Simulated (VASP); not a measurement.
Set up this calculation in VASP 6.6.1, as the native input.

| Property | Result |
| --- | --- |
| Task | relaxation of cell and atoms |
| Functional | LDA |
| Potentials or basis | VASP PAW LDA potentials, release 64 (Hf_pv, N) |
| Cutoff | 600 eV |
| k mesh | 12 × 12 × 12 |
| Occupations | fermi-dirac, width 0.1 eV |
| Spin | no spin polarisation |
| Dipole correction | no |
| Further INCAR settings | ALGO = Normal; EDIFF = 1e-07; IBRION = 2; EDIFFG = -0.01; NSW = 80; ISIF = 3 |

The structure of HfN lies in POSCAR:

```
HfN
1.0
    0.0000000000      2.2560000000      2.2560000000
    2.2560000000      0.0000000000      2.2560000000
    2.2560000000      2.2560000000      0.0000000000
Hf N
1 1
Direct
    0.0000000000      0.0000000000      0.0000000000
    0.5000000000      0.5000000000      0.5000000000
```

These files were run (other wordings do the same):

INCAR

```
PREC = Accurate ; ENCUT = 600
EDIFF = 1E-7 ; ISMEAR = -1
SIGMA = 0.1 ; LREAL = F
LASPH = T ; NELM = 60
ALGO = Normal ; ISIF = 3
LWAVE = F ; LCHARG = F
GGA = CA ; IBRION = 2
NSW = 80 ; EDIFFG = -0.01
```

KPOINTS

```
Automatic mesh
0
Gamma
  12 12 12
```

Potentials or basis: VASP PAW LDA potentials, release 64 (Hf_pv, N).

Run with:

```sh
$ cat potpaw_LDA.64/Hf_pv/POTCAR potpaw_LDA.64/N/POTCAR > POTCAR
$ mpirun -np 1 vasp_std > vasp.out
```

It gave:

| Quantity | Value |
| --- | --- |
| Relaxed volume | 11.10 Å³/atom |
| Relaxed cell | a = 3.155 Å, b = 3.155 Å, c = 3.155 Å, α = 60.00°, β = 60.00°, γ = 60.00° |
| Space group after relaxing (to 0.1 Å) | Fm-3m (No. 225) |
| Energy gained by relaxing | 11.8 meV/atom |
| Ionic steps | 4 |
| Pressure after relaxing | 0.0 GPa |
| Band gap on the k mesh | zero (an odd number of electrons rules out a gap without spin polarisation) |

Caveat: spin-orbit coupling is left out, which moves the levels of the heavy elements; an odd number of electrons without spin polarisation forces a metal; a magnetic or distorted state may lie lower.

It took 54 s on 1 thread of AMD EPYC 7R13 Processor (Zen 3), with other jobs on the host, peak memory 0.14 GiB.
